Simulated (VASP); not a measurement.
# P (Imma) in VASP: single point with r2SCAN

Aim: the single point of P with r2SCAN.

All numbers are computed with VASP 6.6.1; they aren't measurements. Logs are shortened: lines on timing, memory, paths and dates and some standing lists are left out, and cuts for length are marked.

## 1. The cell of the first run

Symmetry: Imma, No. 74, orthorhombic system. Conventional cell: a = 3.402 Å, b = 5.048 Å, c = 3.733 Å, α = 90.00°, β = 90.00°, γ = 90.00°. P (site symmetry mm2) has 6 P at 2.25 to 2.83 Å within 3.0 Å.

## 2. Single point, r2SCAN

File POSCAR:

```
P
1.0
   -1.7008964784      2.5240145756      1.8667143343
    1.7008964784     -2.5240145756      1.8667143343
    1.7008964784      2.5240145756     -1.8667143343
P
2
Direct
    0.8024751831      0.0524751831      0.7500000000
    0.1975248169      0.9475248169      0.2500000000
```

File INCAR.step1:

```
SYSTEM = P
PREC = Accurate
ENCUT = 520
ISMEAR = 0
SIGMA = 0.1
LREAL = .False.
LASPH = .True.
NELM = 60
NBANDS = 12
GGA = PE
ALGO = Normal
EDIFF = 1E-4
LWAVE = .True.
LCHARG = .False.
```

File INCAR.step2:

```
SYSTEM = P
PREC = Accurate
ENCUT = 520
EDIFF = 1E-7
ISMEAR = 0
SIGMA = 0.1
LREAL = .False.
LASPH = .True.
NELM = 60
ALGO = Normal
ISIF = 2
LWAVE = .False.
LCHARG = .False.
METAGGA = R2SCAN
LMIXTAU = .True.
NBANDS = 12
ISTART = 1
```

File KPOINTS:

```
regular mesh
0
Gamma
  16 16 16
  0 0 0
```

Potentials or basis: VASP PAW PBE potentials, release 64 (P).

Started as:

```console
$ cat potpaw_PBE.64/P/POTCAR > POTCAR
$ cp INCAR.step1 INCAR
$ mpirun -np 1 vasp_std > vasp.out
$ cp INCAR.step2 INCAR
$ mpirun -np 1 vasp_std > vasp.out
```

OUTCAR:

```text
SYSTEM = P
   PREC = Accurate
   ENCUT = 520
   EDIFF = 1E-7
   ISMEAR = 0
   LREAL = .False.
   LASPH = .True.
   NELM = 60
   ISIF = 2
   METAGGA = R2SCAN
   ISTART = 1

 ion  position               nearest neighbor table
   1  0.802  0.052  0.750-   2 2.25   2 2.25   2 2.55   2 2.55   2 2.83   2 2.83
   2  0.198  0.948  0.250-   1 2.25   1 2.25   1 2.55   1 2.55   1 2.83   1 2.83

  LATTYP: Found a body centered orthorhombic cell.
 ALAT       =     3.4017929568
 B/A-ratio  =     1.0974885056
 C/A-ratio  =     1.4839319192

  Lattice vectors:

 A1 = (   1.7008964784,  -2.5240145756,  -1.8667143343)
 A2 = (  -1.7008964784,  -2.5240145756,   1.8667143343)
 A3 = (  -1.7008964784,   2.5240145756,  -1.8667143343)

Analysis of symmetry for initial positions (statically):
=====================================================================
 Subroutine PRICEL returns:
 Original cell was already a primitive cell.

 Routine SETGRP: Setting up the symmetry group for a
 body centered orthorhombic supercell.

 Subroutine GETGRP returns: Found  8 space group operations
 (whereof  4 operations were pure point group operations)
 out of a pool of  8 trial point group operations.

The static configuration has the point symmetry C_2h.
 The point group associated with its full space group is D_2h.

Analysis of symmetry for dynamics (positions and initial velocities):
=====================================================================
 Subroutine PRICEL returns:
 Original cell was already a primitive cell.

 Routine SETGRP: Setting up the symmetry group for a
 body centered orthorhombic supercell.

 Subroutine GETGRP returns: Found  8 space group operations
 (whereof  4 operations were pure point group operations)
 out of a pool of  8 trial point group operations.

The dynamic configuration has the point symmetry C_2h.
 The point group associated with its full space group is D_2h.

 Subroutine INISYM returns: Found  8 space group operations
 (whereof  4 operations are pure point group operations),
 and found     1 'primitive' translations

----------------------------------------------------------------------------------------

                                     Primitive cell

  volume of cell :      32.0559

  direct lattice vectors                    reciprocal lattice vectors
    -1.700896478  2.524014576  1.866714334     0.000000000  0.198097113  0.267850303
     1.700896478 -2.524014576  1.866714334     0.293962629  0.000000000  0.267850303
     1.700896478  2.524014576 -1.866714334     0.293962629  0.198097113  0.000000000

  length of vectors
     3.570479073  3.570479073  3.570479073     0.333145990  0.397690598  0.354480596

  position of ions in fractional coordinates (direct lattice)
     0.802475183  0.052475183  0.750000000
     0.197524817  0.947524817  0.250000000

  ion indices of the primitive-cell ions
   primitive index   ion index
                 1           1
                 2           2

----------------------------------------------------------------------------------------

 KPOINTS: regular mesh

Automatic generation of k-mesh.
 Grid dimensions read from file:
 generate k-points for:   16   16   16

 Generating k-lattice:

  Cartesian coordinates                     Fractional coordinates (reciprocal lattice)
     0.000000000  0.012381070  0.016740644     0.062500000  0.000000000  0.000000000
     0.018372664  0.000000000  0.016740644     0.000000000  0.062500000  0.000000000
     0.018372664  0.012381070  0.000000000     0.000000000  0.000000000  0.062500000

  Length of vectors
     0.020821624  0.024855662  0.022155037

  Shift w.r.t. Gamma in fractional coordinates (k-lattice)
     0.000000000  0.000000000  0.000000000

 Subroutine IBZKPT returns following result:
 ===========================================

 Found    621 irreducible k-points:

 Following reciprocal coordinates:
            Coordinates               Weight
  0.000000  0.000000  0.000000      1.000000
  0.062500  0.000000  0.000000      4.000000
  0.125000  0.000000  0.000000      4.000000
  0.187500  0.000000  0.000000      4.000000
  0.250000  0.000000  0.000000      4.000000
  0.312500  0.000000  0.000000      4.000000
[... 16 lines left out ...]
 -0.187500  0.062500  0.000000      8.000000
 -0.125000  0.062500  0.000000      8.000000
 [... further k-points ...]
   k-points           NKPTS =    621   k-points in BZ     NKDIM =    621   number of bands    NBANDS=     12
   number of dos      NEDOS =    301   number of ions     NIONS =      2
   total plane-waves  NPLWV =  21952
   dimension x,y,z NGX =    28 NGY =   28 NGZ =   28
   dimension x,y,z NGXF=    56 NGYF=   56 NGZF=   56
   ions per type =               2
   NGX,Y,Z   is equivalent  to a cutoff of  13.04, 13.04, 13.04 a.u.
   NGXF,Y,Z  is equivalent  to a cutoff of  26.07, 26.07, 26.07 a.u.
 SYSTEM =  P
   PREC   = accura    normal or accurate (medium, high low for compatibility)
   ISTART =      1    job   : 0-new  1-cont  2-samecut
   ICHARG =      0    charge: 1-file 2-atom 10-const
   ISPIN  =      1    spin polarized calculation?
   LNONCOLLINEAR =      F non collinear calculations
   LSORBIT =      F    spin-orbit coupling
   LASPH  =      T    aspherical Exc in radial PAW
   ENCUT  =  520.0 eV  38.22 Ry    6.18 a.u.   6.64  6.64  6.64*2*pi/ulx,y,z
   NELM   =     60;   NELMIN=  2; NELMDL=  0     # of ELM steps
   EDIFF  = 0.1E-06   stopping-criterion for ELM
   LREAL  =      F    real-space projection
   EDIFFG = 0.1E-05   stopping-criterion for IOM
   NSW    =      0    number of steps for IOM
   IBRION =     -1    ionic relax: 0-MD 1-quasi-New 2-CG
   NFREE  =      0    steps in history (QN), initial steepest desc. (CG)
   ISIF   =      2    stress and relaxation
   ISYM   =      2    0-nonsym 1-usesym 2-fastsym
   POTIM  = 0.5000    time-step for ionic-motion
   TEBEG  =    0.0;   TEEND  =   0.0 temperature during run
   PSTRESS=    0.0 pullay stress
   NELECT =      10.0000    total number of electrons
   NUPDOWN=      -1.0000    fix difference up-down
   EMIN   =  10.00;   EMAX   =-10.00  energy-range for DOS
   EFERMI =   0.00;   METHOD = LEGACY
   ISMEAR =     0;   SIGMA  =   0.10  broadening in eV -4-tet -1-fermi 0-gaus
   EFERMI_NEDOS =   21; number of points for ismear=-14 and -15
   IALGO  =     38    algorithm
   IMIX   =      4    mixing-type and parameters
     AMIX     =   0.40;   BMIX     =  1.00
     AMIX_MAG =   1.60;   BMIX_MAG =  1.00
  volume/ion in A,a.u.               =      16.03       108.16
  Fermi-wavevector in a.u.,A,eV,Ry     =   1.110296  2.098156 16.772695  1.232758
  Thomas-Fermi vector in A             =   2.246846
   LORBIT       =      0    0 simple, 1 ext, 2 COOP (PROOUT), +10 PAW based schemes
   METAGGA = R2SCAN    functional components
   LHFCALC =     F    Hartree Fock is set to
   AEXX    =    0.0000 exact exchange contribution
   IVDW    =     0    specifies the selected vdW correction
   LEPSILON=     F    determine dielectric tensor
   LRPA    =     F    only Hartree local field effects (RPA)
 non-spin polarized calculation
 Gauss-broadening in eV      SIGMA  =   0.10
  energy-cutoff  :      520.00
  volume of cell :       32.06
 maximum number of plane-waves:       877
   NGX = 13   NGY = 13   NGZ = 13

 number of electron      10.0000000 magnetization

 Free energy of the ion-electron system (eV)
  ---------------------------------------------------
  ext. energy  EPLUGINS =         0.00000000
  ---------------------------------------------------
  free energy    TOTEN  =       -17.75337321 eV

  energy without entropy =      -17.75267732  energy(sigma->0) =      -17.75302526

 E-fermi :   8.8555     XC(G=0): -11.3422

 val. band max:        8.8211209470   @ k =  -0.1875  -0.0625   0.0625
 cond. band min:       8.8633432621   @ k =  -0.1250  -0.1875   0.1250
 fundamental gap:      0.0422223151
 Fermi energy:         8.8554531678

 k-point     1 :       0.0000    0.0000    0.0000
  band No.  band energies     occupation
      1      -8.3042      2.00000
      2       5.4887      2.00000
      3       5.6706      2.00000
      4       5.7497      2.00000
      5       6.3989      2.00000
      6      10.4667      0.00000
      7      11.4323      0.00000
      8      13.1297      0.00000
      9      14.3612      0.00000
     10      15.6916      0.00000
     11      16.0334      0.00000
     12      16.1953      0.00000

 k-point     2 :       0.0625    0.0000    0.0000
  band No.  band energies     occupation
      1      -8.2469      2.00000
      2       4.4273      2.00000
      3       5.7301      2.00000
      4       6.0717      2.00000
      5       6.8739      2.00000
      6      10.5711      0.00000
      7      11.3660      0.00000
      8      12.8459      0.00000
      9      14.4683      0.00000
     10      14.9824      0.00000
     11      16.0042      0.00000
     12      17.1034      0.00000

 k-point     3 :       0.1250    0.0000    0.0000
  band No.  band energies     occupation
      1      -8.0762      2.00000
      2       3.1414      2.00000
      3       5.6768      2.00000
      4       6.1051      2.00000
      5       7.5781      2.00000
      6      10.7743      0.00000
      7      11.1871      0.00000
      8      12.2139      0.00000
      9      14.5484      0.00000
     10      14.8263      0.00000
     11      15.8004      0.00000
     12      18.1839      0.00000
[... 286 lines left out ...]
 k-point    23 :      -0.1875    0.0625    0.0000
  band No.  band energies     occupation
      1      -7.9276      2.00000
      2       2.6728      2.00000
      3       5.1139      2.00000
      4       6.2544      2.00000
      5       7.9079      2.00000
      6      10.4743      0.00000
      7      11.1714      0.00000
      8      12.2249      0.00000
      9      14.1413      0.00000
     10      15.2229      0.00000
     11      15.8792      0.00000
     12      18.1310      0.00000

 k-point    24 :      -0.1250    0.0625    0.0000
  band No.  band energies     occupation
      1      -8.1380      2.00000
      2       3.8987      2.00000
      3       5.2638      2.00000
      4       6.0578      2.00000
      5       7.4482      2.00000
      6      10.4915      0.00000
      7      11.5077      0.00000
      8      12.6372      0.00000
      9      14.2340      0.00000
     10      14.7438      0.00000
     11      15.5310      0.00000
     12      17.6067      0.00000

 [... further k-points ...]
[... 5 lines left out ...]
  --------------------------------------------------------------------------------------
  -------------------------------------------------------------------------------------
  Total       -0.1527845     -0.0610659     -0.1203250      0.0000000      0.0000000      0.0000000
  in kB       -7.6362855     -3.0521189     -6.0139368      0.0000000      0.0000000      0.0000000
  external PRESSURE =      -5.5674471 kB  Pullay stress =       0.0000000 kB

 VOLUME and BASIS-vectors are now :
 -----------------------------------------------------------------------------
  energy-cutoff  :      520.00
  volume of cell :       32.06
      direct lattice vectors                 reciprocal lattice vectors
    -1.700896478  2.524014576  1.866714334     0.000000000  0.198097113  0.267850303
     1.700896478 -2.524014576  1.866714334     0.293962629  0.000000000  0.267850303
     1.700896478  2.524014576 -1.866714334     0.293962629  0.198097113  0.000000000

 POSITION                                       TOTAL-FORCE (eV/Angst)
 -----------------------------------------------------------------------------------
      0.00000      3.78602      0.19591         0.000000      0.000000      0.091774
      1.70090     -1.26201      1.67080        -0.000000     -0.000000     -0.091774
 -----------------------------------------------------------------------------------
    total drift:                               -0.000000     -0.000000      0.000000

  FREE ENERGIE OF THE ION-ELECTRON SYSTEM (eV)
  ---------------------------------------------------
  free  energy   TOTEN  =       -17.7533732067 eV

  energy  without entropy=      -17.7526773188  energy(sigma->0) =      -17.75302526
```

Wall time 8.4 min (1 thread of Intel Xeon Platinum 8488C (Sapphire Rapids), shared host); peak memory 0.29 GiB.

Results:

| Quantity | Value |
| --- | --- |
| Free energy | -17.7534 eV |
| Pressure | -0.6 GPa |
| Largest force | 0.092 eV/Å |
| Band gap on the k mesh | zero (bands 5 and 6 overlap by 1.12 eV) |

Forces on the atoms (eV/Å):
```
P    0.000  0.000  0.092
P    0.000  0.000 -0.092
```

Caveat: the PAW data sets were made with another functional, which shifts forces and pressure a little.

The gap in the log of VASP goes by the Fermi energy; the results here count the filled bands.